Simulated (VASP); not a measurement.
# LaRe (Pm-3m) in VASP: notebook, part 2 of 2

VASP 6.6.1. The steps go on from the part before.

## Step 3: Single point, r2SCAN

Contents of POSCAR:

```
LaRe
1.0
    3.5733472286      0.0000000000      0.0000000000
    0.0000000000      3.5733472286      0.0000000000
    0.0000000000      0.0000000000      3.5733472286
La Re
1 1
Direct
    0.0000000000      0.0000000000      0.0000000000
    0.5000000000      0.5000000000      0.5000000000
```

Contents of INCAR.step1:

```
  PREC = Accurate
  ENCUT = 520
  ISMEAR = 1
  SIGMA = 0.01
  LREAL = False
  LASPH = True
  NELM = 80
  NBANDS = 16
  GGA = PE
  ALGO = Normal
  EDIFF = 1E-4
  LWAVE = True
  LCHARG = False
```

Contents of INCAR.step2:

```
  PREC = Accurate
  ENCUT = 520
  EDIFF = 1E-6
  ISMEAR = 1
  SIGMA = 0.01
  LREAL = False
  LASPH = True
  NELM = 80
  ALGO = Normal
  ISIF = 2
  LWAVE = False
  LCHARG = True
  METAGGA = R2SCAN
  LMIXTAU = True
  LELF = True
  LVHAR = True
  NBANDS = 16
  ISTART = 1
```

Contents of KPOINTS:

```
regular mesh
0
Gamma
  10 10 10
```

Potentials or basis: VASP PAW PBE potentials, release 64 (La, Re).

Command:

```bash
$ cat potpaw_PBE.64/La/POTCAR potpaw_PBE.64/Re/POTCAR > POTCAR
$ cp INCAR.step1 INCAR
$ mpirun -np 1 vasp_std > vasp.out
$ cp INCAR.step2 INCAR
$ mpirun -np 1 vasp_std > vasp.out
```

OUTCAR:

```text
PREC = Accurate
   ENCUT = 520
   EDIFF = 1E-6
   ISMEAR = 1
   LREAL = False
   LASPH = True
   NELM = 80
   ISIF = 2
   METAGGA = R2SCAN
   ISTART = 1

 ion  position               nearest neighbor table
   1  0.000  0.000  0.000-   2 3.09   2 3.09   2 3.09   2 3.09   2 3.09   2 3.09   2 3.09   2 3.09

   2  0.500  0.500  0.500-   1 3.09   1 3.09   1 3.09   1 3.09   1 3.09   1 3.09   1 3.09   1 3.09

  LATTYP: Found a simple cubic cell.
 ALAT       =     3.5733472286

  Lattice vectors:

 A1 = (   3.5733472286,   0.0000000000,   0.0000000000)
 A2 = (   0.0000000000,   3.5733472286,   0.0000000000)
 A3 = (   0.0000000000,   0.0000000000,   3.5733472286)

Analysis of symmetry for initial positions (statically):
=====================================================================
 Subroutine PRICEL returns:
 Original cell was already a primitive cell.

 Routine SETGRP: Setting up the symmetry group for a
 simple cubic supercell.

 Subroutine GETGRP returns: Found 48 space group operations
 (whereof 48 operations were pure point group operations)
 out of a pool of 48 trial point group operations.

The static configuration has the point symmetry O_h .

Analysis of symmetry for dynamics (positions and initial velocities):
=====================================================================
 Subroutine PRICEL returns:
 Original cell was already a primitive cell.

 Routine SETGRP: Setting up the symmetry group for a
 simple cubic supercell.

 Subroutine GETGRP returns: Found 48 space group operations
 (whereof 48 operations were pure point group operations)
 out of a pool of 48 trial point group operations.

The dynamic configuration has the point symmetry O_h .

 Subroutine INISYM returns: Found 48 space group operations
 (whereof 48 operations are pure point group operations),
 and found     1 'primitive' translations

[... 114 lines left out ...]
     AMIX_MAG =   1.60;   BMIX_MAG =  1.00
  volume/ion in A,a.u.               =      22.81       153.95
  Fermi-wavevector in a.u.,A,eV,Ry     =   1.200670  2.268938 19.614285  1.441609
  Thomas-Fermi vector in A             =   2.336500
   LORBIT       =      0    0 simple, 1 ext, 2 COOP (PROOUT), +10 PAW based schemes
   METAGGA = R2SCAN    functional components
   LHFCALC =     F    Hartree Fock is set to
   AEXX    =    0.0000 exact exchange contribution
   IVDW    =     0    specifies the selected vdW correction
   LEPSILON=     F    determine dielectric tensor
   LRPA    =     F    only Hartree local field effects (RPA)
 non-spin polarized calculation
 Methfessel and Paxton  Order N= 1 SIGMA  =   0.01
  energy-cutoff  :      520.00
  volume of cell :       45.63
 maximum number of plane-waves:      1248
 NGX is ok and might be reduce to    28
   NGX = 13   NGY = 13   NGZ = 13

 number of electron      18.0000000 magnetization

 Free energy of the ion-electron system (eV)
  ---------------------------------------------------
  ext. energy  EPLUGINS =         0.00000000
  ---------------------------------------------------
  free energy    TOTEN  =       -80.48919415 eV

  energy without entropy =      -80.48909855  energy(sigma->0) =      -80.48916228

 E-fermi :   8.2594     XC(G=0): -12.3587

 val. band max:        8.2592995134   @ k =   0.5000   0.3000   0.3000
 cond. band min:       8.2595163252   @ k =   0.2000   0.0000   0.0000
 fundamental gap:      0.0002168117
 Fermi energy:         8.2594117072

 k-point     1 :       0.0000    0.0000    0.0000
  band No.  band energies     occupation
      1     -24.1540      2.00000
      2      -7.0173      2.00000
      3      -7.0173      2.00000
      4      -7.0173      2.00000
      5       3.1156      2.00000
      6       5.0646      2.00000
[... 433 lines left out ...]
      3      -7.0975      2.00000
      4      -7.0939      2.00000
      5       5.1601      2.00000
      6       5.9515      2.00000
[... 8 lines left out ...]
     15      12.5523      0.00000
     16      12.5531      0.00000

 [... further k-points ...]

------------------------ aborting loop because EDIFF is reached ----------------------------------------

  FORCE on cell =-STRESS in cart. coord.  units (eV):
  Direction    XX          YY          ZZ          XY          YZ          ZX
  --------------------------------------------------------------------------------------
  -------------------------------------------------------------------------------------
  Total       -0.0587609     -0.0587609     -0.0587609     -0.0000000      0.0000000      0.0000000
  in kB       -2.0633537     -2.0633537     -2.0633537     -0.0000000      0.0000000      0.0000000
  external PRESSURE =      -2.0633537 kB  Pullay stress =       0.0000000 kB

 VOLUME and BASIS-vectors are now :
 -----------------------------------------------------------------------------
  energy-cutoff  :      520.00
  volume of cell :       45.63
      direct lattice vectors                 reciprocal lattice vectors
     3.573347229  0.000000000  0.000000000     0.279849658  0.000000000  0.000000000
     0.000000000  3.573347229  0.000000000     0.000000000  0.279849658  0.000000000
     0.000000000  0.000000000  3.573347229     0.000000000  0.000000000  0.279849658

 POSITION                                       TOTAL-FORCE (eV/Angst)
 -----------------------------------------------------------------------------------
      0.00000      0.00000      0.00000         0.000000      0.000000      0.000000
      1.78667      1.78667      1.78667         0.000000      0.000000      0.000000
 -----------------------------------------------------------------------------------
    total drift:                                0.000000      0.000000      0.000000

  FREE ENERGIE OF THE ION-ELECTRON SYSTEM (eV)
  ---------------------------------------------------
  free  energy   TOTEN  =       -80.4891941466 eV

  energy  without entropy=      -80.4890985482  energy(sigma->0) =      -80.48916228
```

It took 4.2 min on 1 thread of AMD EPYC 7R43 (Zen 3), shared host; peak memory 0.18 GiB.

What came out:

* Free energy: -80.4892 eV
* Pressure: -0.2 GPa
* Band gap on the k mesh: zero (bands 9 and 10 overlap by 2.30 eV)

Levels at points of the mesh, in eV from the Fermi level:
| k point | band 6 | band 7 | band 8 | band 9 | band 10 | band 11 | band 12 | band 13 |
| --- | --- | --- | --- | --- | --- | --- | --- | --- |
| (0.00, 0.00, 0.00) | -3.19 | -3.19 | -0.09 | -0.09 | -0.09 | 3.94 | 3.94 | 3.94 |
| (0.50, 0.00, 0.00) | -1.63 | -0.99 | -0.08 | -0.08 | 0.19 | 0.93 | 1.71 | 2.86 |
| (0.50, 0.50, 0.00) | -2.40 | -1.59 | -1.59 | 1.71 | 1.84 | 2.78 | 2.78 | 3.98 |
| (0.50, 0.50, 0.50) | -0.97 | -0.97 | -0.09 | -0.09 | -0.09 | 1.61 | 1.93 | 1.93 |

Caveat: the PAW data sets were made with another functional, which shifts forces and pressure a little; spin-orbit coupling is left out, which moves the levels of the heavy elements.

## Step 4: Single point, r2SCAN

POSCAR is that of step 3.

Contents of INCAR.step1:

```
PREC     = Accurate       # precision mode
ENCUT    = 520            # plane-wave cutoff, eV
ISMEAR   = -5             # smearing method
SIGMA    = 0.1            # smearing width, eV
LREAL    = False          # projectors in reciprocal space
LASPH    = True           # aspherical terms in the spheres
NELM     = 80             # most SCF steps
NBANDS   = 16             # bands
GGA      = PE             # functional
ALGO     = Normal         # electronic algorithm
EDIFF    = 1E-4           # SCF threshold, eV
LWAVE    = True           # write WAVECAR
LCHARG   = False          # write CHGCAR
```

Contents of INCAR.step2:

```
PREC     = Accurate       # precision mode
ENCUT    = 520            # plane-wave cutoff, eV
EDIFF    = 1E-7           # SCF threshold, eV
ISMEAR   = -5             # smearing method
SIGMA    = 0.1            # smearing width, eV
LREAL    = False          # projectors in reciprocal space
LASPH    = True           # aspherical terms in the spheres
NELM     = 80             # most SCF steps
ALGO     = Normal         # electronic algorithm
ISIF     = 2              # what is computed and relaxed
LWAVE    = False          # write WAVECAR
LCHARG   = False          # write CHGCAR
METAGGA  = R2SCAN         # meta-GGA
LMIXTAU  = True         
NBANDS   = 16             # bands
ISTART   = 1
```

Contents of KPOINTS:

```
Automatic mesh
0
Gamma
  10 10 10
```

Command:

```bash
$ cat potpaw_PBE.64/La/POTCAR potpaw_PBE.64/Re/POTCAR > POTCAR
$ cp INCAR.step1 INCAR
$ mpirun -np 1 vasp_std > vasp.out
$ cp INCAR.step2 INCAR
$ mpirun -np 1 vasp_std > vasp.out
```

It took 5.5 min on 1 thread of AMD EPYC 7R43 (Zen 3), shared host; peak memory 0.19 GiB.

The run converged. Its results:

| Property | Result |
| --- | --- |
| Free energy | -80.5005 eV |
| Pressure | -0.4 GPa |
| Band gap on the k mesh | zero (bands 9 and 10 overlap by 2.31 eV) |

Levels at points of the mesh, in eV from the Fermi level:
| k point | band 7 | band 8 | band 9 | band 10 | band 11 | band 12 |
| --- | --- | --- | --- | --- | --- | --- |
| (0.00, 0.00, 0.00) | -3.25 | -0.15 | -0.15 | -0.15 | 3.88 | 3.88 |
| (0.50, 0.00, 0.00) | -1.06 | -0.14 | -0.14 | 0.13 | 0.87 | 1.66 |
| (0.50, 0.50, 0.00) | -1.65 | -1.65 | 1.67 | 1.80 | 2.72 | 2.72 |
| (0.50, 0.50, 0.50) | -1.04 | -0.15 | -0.15 | -0.15 | 1.55 | 1.89 |

Caveat: the PAW data sets were made with another functional, which shifts forces and pressure a little; spin-orbit coupling is left out, which moves the levels of the heavy elements; tetrahedron occupations give inexact forces and stress in metals.

## Step 5: Single point, r2SCAN

POSCAR is that of step 4.

Contents of INCAR.step1:

```
SYSTEM = LaRe
PREC = Accurate ; ENCUT = 520
ISMEAR = -4 ; SIGMA = 0.1
LREAL = .False. ; LASPH = .True.
NELM = 100 ; NBANDS = 16
GGA = PE ; ALGO = Normal
EDIFF = 1E-4 ; LWAVE = .True.
LCHARG = .False.
```

Contents of INCAR.step2:

```
SYSTEM = LaRe
PREC = Accurate ; ENCUT = 520
EDIFF = 1E-6 ; ISMEAR = -4
SIGMA = 0.1 ; LREAL = .False.
LASPH = .True. ; NELM = 100
ALGO = Normal ; ISIF = 2
LWAVE = .False. ; LCHARG = .True.
METAGGA = R2SCAN ; LMIXTAU = .True.
LELF = .True. ; LVHAR = .True.
NBANDS = 16 ; ISTART = 1
```

Contents of KPOINTS:

```
Automatic mesh
0
Gamma
  10 10 10
  0 0 0
```

Command:

```bash
$ cat potpaw_PBE.64/La/POTCAR potpaw_PBE.64/Re/POTCAR > POTCAR
$ cp INCAR.step1 INCAR
$ mpirun -np 1 vasp_std > vasp.out
$ cp INCAR.step2 INCAR
$ mpirun -np 1 vasp_std > vasp.out
```

Run time: 4.6 min. Hardware: 1 thread of AMD EPYC 7R43 (Zen 3), shared host; peak memory 0.18 GiB.

Results (log left out):

| Property | Result |
| --- | --- |
| Free energy | -80.4313 eV |
| Pressure | 0.0 GPa |
| Band gap on the k mesh | zero (bands 9 and 10 overlap by 2.31 eV) |

Levels at points of the mesh, in eV from the Fermi level:
| k point | band 5 | band 6 | band 7 | band 8 | band 9 | band 10 | band 11 | band 12 | band 13 | band 14 |
| --- | --- | --- | --- | --- | --- | --- | --- | --- | --- | --- |
| (0.00, 0.00, 0.00) | -5.20 | -3.25 | -3.25 | -0.15 | -0.15 | -0.15 | 3.88 | 3.88 | 3.88 | 3.96 |
| (0.50, 0.00, 0.00) | -2.01 | -1.68 | -1.05 | -0.14 | -0.14 | 0.13 | 0.88 | 1.66 | 2.80 | 2.80 |
| (0.50, 0.50, 0.00) | -4.38 | -2.46 | -1.65 | -1.65 | 1.66 | 1.80 | 2.72 | 2.72 | 3.93 | 3.99 |
| (0.50, 0.50, 0.50) | -1.03 | -1.03 | -1.03 | -0.15 | -0.15 | -0.15 | 1.55 | 1.89 | 1.89 | 4.07 |

Caveat: the PAW data sets were made with another functional, which shifts forces and pressure a little; spin-orbit coupling is left out, which moves the levels of the heavy elements; tetrahedron occupations give inexact forces and stress in metals.

## Step 6: Summary

```csv
smearing,gap on the mesh (eV),pressure (GPa)
gaussian 0.05 eV,none,-0.2
methfessel-paxton 0.01 eV,none,-0.2
tetrahedron,none,0.0
```

Alike in all rows: task single point; level r2SCAN; potentials or basis VASP PAW PBE potentials, release 64 (La, Re); no spin polarisation; cell as given; k mesh 10 × 10 × 10; cutoff (eV) 520.

Caveats: the PAW data sets were made with another functional, which shifts forces and pressure a little; spin-orbit coupling is left out, which moves the levels of the heavy elements; tetrahedron occupations give inexact forces and stress in metals (at least some runs).

Absolute energies hang on the potentials; compare differences alone.
